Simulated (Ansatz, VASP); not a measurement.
## HgTe: VASP and Ansatz over several settings

```
CELL_PARAMETERS angstrom
0.00000 3.17106 3.17106
3.17106 0.00000 3.17106
3.17106 3.17106 0.00000
ATOMIC_POSITIONS crystal
Hg 0.00000 0.00000 0.00000
Te 0.75000 0.75000 0.75000
```

Single points on this cell with VASP 6.6.1 and Ansatz 0.2.0. Each row is one pair of runs. Alike in all rows: spin: off; smearing: fermi-dirac, width 0.05 eV; Ansatz's potentials, cutoff: Ansatz PAW, 420 eV.

```tsv
level	k mesh	VASP's potentials, cutoff	gap on the k mesh at the Fermi level (eV), VASP	gap on the k mesh at the Fermi level (eV), Ansatz	pressure (GPa), VASP	pressure (GPa), Ansatz
b88 exchange, pbe correlation	7 × 7 × 7	VASP PAW PBE potentials, release 64 (Hg, Te), 500 eV	none	none	7.1	7.0
HSE06	4 × 4 × 4	VASP PAW PBE potentials, release 64 (Hg, Te), 520 eV	0.08	0.20	5.8	5.8
PBE0	4 × 4 × 4	VASP PAW PBE potentials, release 64 (Hg, Te), 520 eV	0.81	0.85	5.5	5.7
```

Gap on the k mesh at the fermi level (eV): the two programs differ by at most 0.12; pressure (GPa): the two programs differ by at most 0.14.

VASP's potentials hold 18 valence electrons a cell and Ansatz's 36, so a difference there can come from the potentials and not from the codes.

A gap of «none» marks a metal or a gap that the smearing closes.

The k mesh is coarse in some rows, so the values compare programs but aren't converged. Neither program's run includes spin-orbit coupling.
